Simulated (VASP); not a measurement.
The system is CdTe.

```xyz
2
Lattice="0.0000 3.2799 3.2799 3.2799 0.0000 3.2799 3.2799 3.2799 0.0000" Properties=species:S:1:pos:R:3 pbc="T T T"
Cd    0.0000    0.0000    0.0000
Te    1.6400    1.6400    1.6400
```

Base run:

* Program: VASP 6.6.1
* Functional: r2SCAN
* Potentials or basis: VASP PAW PBE potentials, release 64 (Cd, Te)
* Cutoff: 520 eV
* k mesh: 4 × 4 × 4
* Occupations: gaussian, width 0.01 eV
* Spin: no spin polarisation

Its results: band gap on the k mesh 1.15 eV; pressure 0.3 GPa.

**Question.** The run is repeated on the same cell with these changes: functional from r2SCAN to PBE; further incar settings from ALGO = Normal; EDIFF = 1e-06; NBANDS = 16 to ALGO = Normal; EDIFF = 1e-07; NBANDS = 16. What comes out?

**Answer.** Band gap on the k mesh 0.65 eV; pressure 1.3 GPa.

Caveats: spin-orbit coupling is left out, which moves the levels of the heavy elements; the PAW data sets were made with another functional, which shifts forces and pressure a little (at least some runs).

